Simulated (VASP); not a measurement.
Set up this calculation in VASP 6.6.1, as the native input.

```
Task                   : single point
Functional             : LDA
Potentials or basis    : VASP PAW LDA potentials, release 64 (Zr_sv)
Cutoff                 : 520 eV
k mesh                 : 6 × 6 × 6
Occupations            : fermi-dirac, width 0.1 eV
Spin                   : no spin polarisation
Dipole correction      : no
Further INCAR settings : ALGO = Normal; EDIFF = 1e-07; NBANDS = 58
```

The structure of Zr lies in POSCAR:

```
Zr
1.0
    5.5467737098      0.0000000000      0.0000000000
    0.0000000000      5.5467737098      0.0000000000
    0.0000000000      0.0000000000      5.5467737098
Zr
8
Direct
    0.0000000000      1.0000000000      0.0000000000
    0.5000000000      0.5000000000      0.5000000000
    0.2500000000      0.0000000000      0.5000000000
    0.7500000000      1.0000000000      0.5000000000
    0.5000000000      0.2500000000      1.0000000000
    0.5000000000      0.7500000000      0.0000000000
    1.0000000000      0.5000000000      0.2500000000
    1.0000000000      0.5000000000      0.7500000000
```

One way to write it, as run:

INCAR

```
SYSTEM = Zr
  ALGO = Normal
  EDIFF = 1E-7
  ENCUT = 520
  GGA = CA
  ISIF = 2
  ISMEAR = -1
  LASPH = .True.
  LCHARG = .False.
  LREAL = .False.
  LWAVE = .False.
  NBANDS = 58
  NELM = 80
  PREC = Accurate
  SIGMA = 0.1
```

KPOINTS

```
k-points
0
Gamma
  6 6 6
  0 0 0
```

Potentials or basis: VASP PAW LDA potentials, release 64 (Zr_sv).

Command:

```sh
$ cat potpaw_LDA.64/Zr_sv/POTCAR > POTCAR
$ mpirun -np 1 vasp_std > vasp.out
```

It gave:

The pressure is 0.1 GPa and the band gap on the k mesh is zero (band 48 reaches 9.50 eV, above the bottom of band 49 at 9.21 eV).

Wall time 3.3 min on 1 thread of AMD EPYC 7R13 Processor (Zen 3) (shared host), peak memory 0.25 GiB.
